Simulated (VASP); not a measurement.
# SnO2 (Pbcn) in VASP: further runs

SnO2 is run at these levels: LDA; tasks: single point.

All numbers are computed with VASP 6.6.1; they aren't measurements. Logs are shortened: lines on timing, memory, paths and dates and some standing lists are left out, and cuts for length are marked.

### 1 The cell of the first run

The structure is orthorhombic, space group Pbcn (No. 60). The conventional cell has a = 4.748 Å, b = 5.759 Å, c = 5.252 Å, α = 90.00°, β = 90.00°, γ = 90.00°. Sn (site symmetry 2) has 6 O at 2.04 to 2.11 Å within 2.7 Å. Within 2.7 Å of O (site symmetry 1) lie 3 Sn at 2.04 to 2.11 Å and 1 O at 2.64 Å.

### 2 Single point, LDA (volume scaled by 1.03, then relaxed in part)

Input file INCAR:

```
PREC     = Accurate       # precision mode
ENCUT    = 520            # plane-wave cutoff, eV
EDIFF    = 1E-7           # SCF threshold, eV
ISMEAR   = 0              # smearing method
SIGMA    = 0.02           # smearing width, eV
LREAL    = F              # projectors in reciprocal space
LASPH    = T              # aspherical terms in the spheres
NELM     = 100            # most SCF steps
ALGO     = Normal         # electronic algorithm
ISIF     = 2              # what is computed and relaxed
LWAVE    = F              # write WAVECAR
LCHARG   = T              # write CHGCAR
GGA      = CA             # functional
LELF     = T              # ELF
LVHAR    = T            
NBANDS   = 64             # bands
LUSENCCL = F
```

Input file KPOINTS:

```
regular mesh
0
Gamma
  6 6 6
```

Input file POSCAR:

```
SnO2
1.0
    4.7477511596      0.0000000000      0.0000000000
    0.0000000000      5.7588192552      0.0000000000
    0.0000000000      0.0000000000      5.2517527902
Sn O
4 8
Direct
    0.5000000000      0.6653088446      0.7500000000
    0.0000000000      0.8346911554      0.2500000000
    0.5000000000      0.3346911554      0.2500000000
    0.0000000000      0.1653088446      0.7500000000
    0.7287857512      0.6077343249      0.0788191703
    0.2287857512      0.8922656751      0.9211808297
    0.7712142488      0.8922656751      0.5788191703
    0.2712142488      0.6077343249      0.4211808297
    0.7287857512      0.3922656751      0.5788191703
    0.2287857512      0.1077343249      0.4211808297
    0.7712142488      0.1077343249      0.0788191703
    0.2712142488      0.3922656751      0.9211808297
```

Potentials or basis: VASP PAW LDA potentials, release 64 (Sn_d, O).

Started as:

```
cat potpaw_LDA.64/Sn_d/POTCAR potpaw_LDA.64/O/POTCAR > POTCAR
mpirun -np 1 vasp_std > vasp.out
```

OUTCAR:

```text
PREC = Accurate
   ENCUT = 520
   EDIFF = 1E-7
   ISMEAR = 0
   LREAL = F
   LASPH = T
   NELM = 100
   ISIF = 2
   GGA = CA

 ion  position               nearest neighbor table
   1  0.500  0.665  0.750-   6 2.04   7 2.04   5 2.07   8 2.07   9 2.11  12 2.11   3 3.24   3 3.24
                             2 3.67   2 3.67   2 3.67   2 3.67   4 3.73   4 3.73   4 3.73   4 3.73
   2  0.000  0.835  0.250-   5 2.04   8 2.04   7 2.07   6 2.07  10 2.11  11 2.11   4 3.24   4 3.24
                             1 3.67   1 3.67   1 3.67   1 3.67   3 3.73   3 3.73   3 3.73   3 3.73
   3  0.500  0.335  0.250-  10 2.04  11 2.04   9 2.07  12 2.07   5 2.11   8 2.11   1 3.24   1 3.24
                             4 3.67   4 3.67   4 3.67   4 3.67   2 3.73   2 3.73   2 3.73   2 3.73
   4  0.000  0.165  0.750-   9 2.04  12 2.04  11 2.07  10 2.07   6 2.11   7 2.11   2 3.24   2 3.24
                             3 3.67   3 3.67   3 3.67   3 3.67   1 3.73   1 3.73   1 3.73   1 3.73
   5  0.729  0.608  0.079-   2 2.04   1 2.07   3 2.11
   6  0.229  0.892  0.921-   1 2.04   2 2.07   4 2.11
   7  0.771  0.892  0.579-   1 2.04   2 2.07   4 2.11
   8  0.271  0.608  0.421-   2 2.04   1 2.07   3 2.11
   9  0.729  0.392  0.579-   4 2.04   3 2.07   1 2.11
  10  0.229  0.108  0.421-   3 2.04   4 2.07   2 2.11
  11  0.771  0.108  0.079-   3 2.04   4 2.07   2 2.11
  12  0.271  0.392  0.921-   4 2.04   3 2.07   1 2.11

  LATTYP: Found a simple orthorhombic cell.
 ALAT       =     4.7477511596
 B/A-ratio  =     1.1061558649
 C/A-ratio  =     1.2129572637

  Lattice vectors:

 A1 = (  -4.7477511596,   0.0000000000,   0.0000000000)
 A2 = (   0.0000000000,   0.0000000000,   5.2517527902)
 A3 = (   0.0000000000,   5.7588192552,   0.0000000000)

Analysis of symmetry for initial positions (statically):
=====================================================================
 Subroutine PRICEL returns:
 Original cell was already a primitive cell.

 Routine SETGRP: Setting up the symmetry group for a
 simple orthorhombic supercell.

 Subroutine GETGRP returns: Found  8 space group operations
 (whereof  2 operations were pure point group operations)
 out of a pool of  8 trial point group operations.

The static configuration has the point symmetry S_2 .
 The point group associated with its full space group is D_2h.

Analysis of symmetry for dynamics (positions and initial velocities):
=====================================================================
 Subroutine PRICEL returns:
 Original cell was already a primitive cell.

 Routine SETGRP: Setting up the symmetry group for a
 simple orthorhombic supercell.

 Subroutine GETGRP returns: Found  8 space group operations
 (whereof  2 operations were pure point group operations)
 out of a pool of  8 trial point group operations.

The dynamic configuration has the point symmetry S_2 .
 The point group associated with its full space group is D_2h.

 Subroutine INISYM returns: Found  8 space group operations
 (whereof  2 operations are pure point group operations),
 and found     1 'primitive' translations

----------------------------------------------------------------------------------------

                                     Primitive cell

  volume of cell :     143.5905

  direct lattice vectors                    reciprocal lattice vectors
     4.747751160  0.000000000  0.000000000     0.210626035  0.000000000  0.000000000
     0.000000000  5.758819255  0.000000000     0.000000000  0.173646707  0.000000000
     0.000000000  0.000000000  5.251752790     0.000000000  0.000000000  0.190412618

  length of vectors
     4.747751160  5.758819255  5.251752790     0.210626035  0.173646707  0.190412618

  position of ions in fractional coordinates (direct lattice)
     0.500000000  0.665308845  0.750000000
     0.000000000  0.834691155  0.250000000
     0.500000000  0.334691155  0.250000000
     0.000000000  0.165308845  0.750000000
     0.728785751  0.607734325  0.078819170
     0.228785751  0.892265675  0.921180830
     0.771214249  0.892265675  0.578819170
     0.271214249  0.607734325  0.421180830
     0.728785751  0.392265675  0.578819170
     0.228785751  0.107734325  0.421180830
     0.771214249  0.107734325  0.078819170
     0.271214249  0.392265675  0.921180830

  ion indices of the primitive-cell ions
   primitive index   ion index
                 1           1
                 2           2
                 3           3
                 4           4
                 5           5
                 6           6
                 7           7
                 8           8
                 9           9
                10          10
                11          11
                12          12

----------------------------------------------------------------------------------------

 KPOINTS: regular mesh

Automatic generation of k-mesh.
 Grid dimensions read from file:
 generate k-points for:    6    6    6

 Generating k-lattice:

  Cartesian coordinates                     Fractional coordinates (reciprocal lattice)
     0.035104339  0.000000000  0.000000000     0.166666667  0.000000000  0.000000000
     0.000000000  0.028941118  0.000000000     0.000000000  0.166666667  0.000000000
     0.000000000  0.000000000  0.031735436     0.000000000  0.000000000  0.166666667

  Length of vectors
     0.035104339  0.028941118  0.031735436

  Shift w.r.t. Gamma in fractional coordinates (k-lattice)
     0.000000000  0.000000000  0.000000000

 Subroutine IBZKPT returns following result:
 ===========================================

 Found     64 irreducible k-points:

 Following reciprocal coordinates:
            Coordinates               Weight
  0.000000  0.000000  0.000000      1.000000
  0.166667  0.000000  0.000000      2.000000
  0.333333  0.000000  0.000000      2.000000
  0.500000  0.000000  0.000000      1.000000
  0.000000  0.166667  0.000000      2.000000
  0.166667  0.166667  0.000000      4.000000
[... 16 lines left out ...]
  0.333333  0.166667  0.166667      8.000000
  0.500000  0.166667  0.166667      4.000000
 [... further k-points ...]
   k-points           NKPTS =     64   k-points in BZ     NKDIM =     64   number of bands    NBANDS=     64
   number of dos      NEDOS =    301   number of ions     NIONS =     12
   total plane-waves  NPLWV =  69120
   dimension x,y,z NGX =    36 NGY =   48 NGZ =   40
   dimension x,y,z NGXF=    72 NGYF=   96 NGZF=   80
   ions per type =               4   8
   NGX,Y,Z   is equivalent  to a cutoff of  12.61, 13.86, 12.66 a.u.
   NGXF,Y,Z  is equivalent  to a cutoff of  25.21, 27.71, 25.32 a.u.
 SYSTEM =  unknown system
   PREC   = accura    normal or accurate (medium, high low for compatibility)
   ISTART =      0    job   : 0-new  1-cont  2-samecut
   ICHARG =      2    charge: 1-file 2-atom 10-const
   ISPIN  =      1    spin polarized calculation?
   LNONCOLLINEAR =      F non collinear calculations
   LSORBIT =      F    spin-orbit coupling
   LASPH  =      T    aspherical Exc in radial PAW
   ENCUT  =  520.0 eV  38.22 Ry    6.18 a.u.   8.83 10.71  9.76*2*pi/ulx,y,z
   NELM   =    100;   NELMIN=  2; NELMDL= -5     # of ELM steps
   EDIFF  = 0.1E-06   stopping-criterion for ELM
   LREAL  =      F    real-space projection
   EDIFFG = 0.1E-05   stopping-criterion for IOM
   NSW    =      0    number of steps for IOM
   IBRION =     -1    ionic relax: 0-MD 1-quasi-New 2-CG
   NFREE  =      0    steps in history (QN), initial steepest desc. (CG)
   ISIF   =      2    stress and relaxation
   ISYM   =      2    0-nonsym 1-usesym 2-fastsym
   POTIM  = 0.5000    time-step for ionic-motion
   TEBEG  =    0.0;   TEEND  =   0.0 temperature during run
   PSTRESS=    0.0 pullay stress
   NELECT =     104.0000    total number of electrons
   NUPDOWN=      -1.0000    fix difference up-down
   EMIN   =  10.00;   EMAX   =-10.00  energy-range for DOS
   EFERMI =   0.00;   METHOD = LEGACY
   ISMEAR =     0;   SIGMA  =   0.02  broadening in eV -4-tet -1-fermi 0-gaus
   EFERMI_NEDOS =   21; number of points for ismear=-14 and -15
   IALGO  =     38    algorithm
   IMIX   =      4    mixing-type and parameters
     AMIX     =   0.40;   BMIX     =  1.00
     AMIX_MAG =   1.60;   BMIX_MAG =  1.00
  volume/ion in A,a.u.               =      11.97        80.75
  Fermi-wavevector in a.u.,A,eV,Ry     =   1.470203  2.778281 29.408961  2.161498
  Thomas-Fermi vector in A             =   2.585488
   LORBIT       =      0    0 simple, 1 ext, 2 COOP (PROOUT), +10 PAW based schemes
   GGA     = CA    functional components
   LHFCALC =     F    Hartree Fock is set to
   AEXX    =    0.0000 exact exchange contribution
   IVDW    =     0    specifies the selected vdW correction
   LEPSILON=     F    determine dielectric tensor
   LRPA    =     F    only Hartree local field effects (RPA)
 non-spin polarized calculation
 Gauss-broadening in eV      SIGMA  =   0.02
  energy-cutoff  :      520.00
  volume of cell :      143.59
 maximum number of plane-waves:      3902
 NGX is ok and might be reduce to    36
   NGX = 17   NGY = 21   NGZ = 19

 number of electron     104.0000009 magnetization

 Free energy of the ion-electron system (eV)
  ---------------------------------------------------
  ext. energy  EPLUGINS =         0.00000000
  ---------------------------------------------------
  free energy    TOTEN  =       -84.37110147 eV

  energy without entropy =      -84.37110147  energy(sigma->0) =      -84.37110147

 E-fermi :   5.6452     XC(G=0): -11.8126

 val. band max:        5.5110730613   @ k =   0.3333   0.0000   0.0000
 cond. band min:       6.7188170510   @ k =   0.0000   0.0000   0.0000
 fundamental gap:      1.2077439898
 Fermi energy:         5.6451976953

 k-point     1 :       0.0000    0.0000    0.0000
  band No.  band energies     occupation
      1     -15.0370      2.00000
      2     -14.8956      2.00000
      3     -14.8139      2.00000
      4     -14.5410      2.00000
      5     -14.4309      2.00000
      6     -14.2709      2.00000
[... 1597 lines left out ...]
     63      16.0718      0.00000
     64      16.0726      0.00000

 [... further k-points ...]

------------------------ aborting loop because EDIFF is reached ----------------------------------------

  FORCE on cell =-STRESS in cart. coord.  units (eV):
  Direction    XX          YY          ZZ          XY          YZ          ZX
  --------------------------------------------------------------------------------------
  -------------------------------------------------------------------------------------
  Total       -4.1006548     -4.0738502     -3.9032910      0.0000000      0.0000000      0.0000000
  in kB      -45.7549534    -45.4558693    -43.5527758      0.0000000      0.0000000      0.0000000
  external PRESSURE =     -44.9211995 kB  Pullay stress =       0.0000000 kB

 VOLUME and BASIS-vectors are now :
 -----------------------------------------------------------------------------
  energy-cutoff  :      520.00
  volume of cell :      143.59
      direct lattice vectors                 reciprocal lattice vectors
     4.747751160  0.000000000  0.000000000     0.210626035  0.000000000  0.000000000
     0.000000000  5.758819255  0.000000000     0.000000000  0.173646707  0.000000000
     0.000000000  0.000000000  5.251752790     0.000000000  0.000000000  0.190412618

 POSITION                                       TOTAL-FORCE (eV/Angst)
 -----------------------------------------------------------------------------------
      2.37388      3.83139      3.93881         0.000000      0.014139      0.000000
      0.00000      4.80684      1.31294         0.000000     -0.014139      0.000000
      2.37388      1.92743      1.31294         0.000000     -0.014139     -0.000000
      0.00000      0.95198      3.93881         0.000000      0.014139     -0.000000
      3.46009      3.49983      0.41394         0.010903     -0.012970      0.006064
      1.08622      5.13840      4.83781         0.010903      0.012970     -0.006064
      3.66153      5.13840      3.03982        -0.010903      0.012970      0.006064
      1.28766      3.49983      2.21194        -0.010903     -0.012970     -0.006064
      3.46009      2.25899      3.03982         0.010903      0.012970      0.006064
      1.08622      0.62042      2.21194         0.010903     -0.012970     -0.006064
      3.66153      0.62042      0.41394        -0.010903     -0.012970      0.006064
      1.28766      2.25899      4.83781        -0.010903      0.012970     -0.006064
 -----------------------------------------------------------------------------------
    total drift:                               -0.000000     -0.000000      0.000000

  FREE ENERGIE OF THE ION-ELECTRON SYSTEM (eV)
  ---------------------------------------------------
  free  energy   TOTEN  =       -84.3711014707 eV

  energy  without entropy=      -84.3711014707  energy(sigma->0) =      -84.37110147
```

It took 6.2 min on 1 × NVIDIA H100 80GB with 1 thread of AMD EPYC 7R13 (Zen 3), shared host; peak memory 1.5 GiB.

Results:

```
Free energy            : -84.3711 eV
Pressure               : -4.5 GPa
Largest force          : 0.018 eV/Å
Band gap on the k mesh : 1.21 eV, indirect (least direct gap 1.23 eV)
```

Forces in eV/Å, atoms in the order of the input:
```
Sn   0.000  0.014  0.000
Sn   0.000 -0.014  0.000
Sn   0.000 -0.014  0.000
Sn   0.000  0.014  0.000
O    0.011 -0.013  0.006
O    0.011  0.013 -0.006
O   -0.011  0.013  0.006
O   -0.011 -0.013 -0.006
O    0.011  0.013  0.006
O    0.011 -0.013 -0.006
O   -0.011 -0.013  0.006
O   -0.011  0.013 -0.006
```

Stress tensor (GPa, compression positive):
```
-4.58  0.00  0.00
 0.00 -4.55  0.00
 0.00  0.00 -4.36
```

Caveat: spin-orbit coupling is left out, which moves the levels of the heavy elements. A k mesh can miss the band edges.

### 3 Single point, LDA (volume scaled by 1.06, then relaxed in part)

Input file INCAR:

```
PREC     = Accurate       # precision mode
ENCUT    = 520            # plane-wave cutoff, eV
EDIFF    = 1E-6           # SCF threshold, eV
ISMEAR   = 0              # smearing method
SIGMA    = 0.02           # smearing width, eV
LREAL    = F              # projectors in reciprocal space
LASPH    = T              # aspherical terms in the spheres
NELM     = 80             # most SCF steps
ALGO     = Normal         # electronic algorithm
ISIF     = 2              # what is computed and relaxed
LWAVE    = F              # write WAVECAR
LCHARG   = F              # write CHGCAR
GGA      = CA             # functional
NBANDS   = 64             # bands
LUSENCCL = F
```

Input file KPOINTS:

```
Automatic mesh
0
Gamma
  6 6 6
```

Input file POSCAR:

```
SnO2
1.0
    4.7936801407      0.0000000000      0.0000000000
    0.0000000000      5.8199718611      0.0000000000
    0.0000000000      0.0000000000      5.2966877947
Sn O
4 8
Direct
    0.5000000000      0.6635604447      0.7500000000
    0.0000000000      0.8364395553      0.2500000000
    0.5000000000      0.3364395553      0.2500000000
    0.0000000000      0.1635604447      0.7500000000
    0.7267180918      0.6100167022      0.0796078651
    0.2267180918      0.8899832978      0.9203921349
    0.7732819082      0.8899832978      0.5796078651
    0.2732819082      0.6100167022      0.4203921349
    0.7267180918      0.3899832978      0.5796078651
    0.2267180918      0.1100167022      0.4203921349
    0.7732819082      0.1100167022      0.0796078651
    0.2732819082      0.3899832978      0.9203921349
```

Potentials or basis: VASP PAW LDA potentials, release 64 (Sn_d, O).

Started as:

```
cat potpaw_LDA.64/Sn_d/POTCAR potpaw_LDA.64/O/POTCAR > POTCAR
mpirun -np 1 vasp_std > vasp.out
```

OUTCAR:

```text
PREC = Accurate
   ENCUT = 520
   EDIFF = 1E-6
   ISMEAR = 0
   LREAL = F
   LASPH = T
   NELM = 80
   ISIF = 2
   GGA = CA

 ion  position               nearest neighbor table
   1  0.500  0.664  0.750-   6 2.07   7 2.07   5 2.08   8 2.08   9 2.13  12 2.13   3 3.26   3 3.26
                             2 3.71   2 3.71   2 3.71   2 3.71
   2  0.000  0.836  0.250-   5 2.07   8 2.07   7 2.08   6 2.08  10 2.13  11 2.13   4 3.26   4 3.26
                             1 3.71   1 3.71   1 3.71   1 3.71
   3  0.500  0.336  0.250-  10 2.07  11 2.07   9 2.08  12 2.08   5 2.13   8 2.13   1 3.26   1 3.26
[... 1846 lines left out ...]

 VOLUME and BASIS-vectors are now :
 -----------------------------------------------------------------------------
  energy-cutoff  :      520.00
  volume of cell :      147.77
      direct lattice vectors                 reciprocal lattice vectors
     4.793680141  0.000000000  0.000000000     0.208607994  0.000000000  0.000000000
     0.000000000  5.819971861  0.000000000     0.000000000  0.171822137  0.000000000
     0.000000000  0.000000000  5.296687795     0.000000000  0.000000000  0.188797233

 POSITION                                       TOTAL-FORCE (eV/Angst)
 -----------------------------------------------------------------------------------
      2.39684      3.86190      3.97252         0.000000      0.018304      0.000000
      0.00000      4.86805      1.32417         0.000000     -0.018304     -0.000000
      2.39684      1.95807      1.32417         0.000000     -0.018304     -0.000000
      0.00000      0.95192      3.97252        -0.000000      0.018304      0.000000
      3.48365      3.55028      0.42166         0.013950     -0.008936      0.008337
      1.08681      5.17968      4.87503         0.013950      0.008936     -0.008337
      3.70687      5.17968      3.07000        -0.013950      0.008936      0.008337
      1.31003      3.55028      2.22669        -0.013950     -0.008936     -0.008337
      3.48365      2.26969      3.07000         0.013950      0.008936      0.008337
      1.08681      0.64029      2.22669         0.013950     -0.008936     -0.008337
      3.70687      0.64029      0.42166        -0.013950     -0.008936      0.008337
      1.31003      2.26969      4.87503        -0.013950      0.008936     -0.008337
 -----------------------------------------------------------------------------------
    total drift:                               -0.000000      0.000000     -0.000000

  FREE ENERGIE OF THE ION-ELECTRON SYSTEM (eV)
  ---------------------------------------------------
  free  energy   TOTEN  =       -84.1934721076 eV

  energy  without entropy=      -84.1934721076  energy(sigma->0) =      -84.19347211
```

stdout:

```text
Offloading initialized ...    1 GPUs detected
 POSCAR found type information on POSCAR SnO
 POSCAR found :  2 types and      12 ions
 scaLAPACK will be used selectively (only on CPU)
 LDA part: xc-table for (Slater(with rela. corr.)+CA(PZ))
 , standard interpolation
 POSCAR, INCAR and KPOINTS ok, starting setup
 FFT: planning ... GRIDC
 FFT: planning ... GRID_SOFT
 FFT: planning ... GRID
 WAVECAR not read
 entering main loop
```

Run time: 5.5 min. Hardware: 1 × NVIDIA H100 80GB with 1 thread of AMD EPYC 7R13 (Zen 3), shared host; peak memory 1.5 GiB.

What came out:

```
Free energy            : -84.1935 eV
Pressure               : -9.3 GPa
Largest force          : 0.019 eV/Å
Band gap on the k mesh : 0.89 eV, indirect (least direct gap 0.94 eV)
```

Forces in eV/Å, atoms in the order of the input:
```
Sn   0.000  0.018  0.000
Sn   0.000 -0.018  0.000
Sn   0.000 -0.018  0.000
Sn   0.000  0.018  0.000
O    0.014 -0.009  0.008
O    0.014  0.009 -0.008
O   -0.014  0.009  0.008
O   -0.014 -0.009 -0.008
O    0.014  0.009  0.008
O    0.014 -0.009 -0.008
O   -0.014 -0.009  0.008
O   -0.014  0.009 -0.008
```

Caveat: spin-orbit coupling is left out, which moves the levels of the heavy elements. A k mesh can miss the band edges.

[end of part 1 of 2]
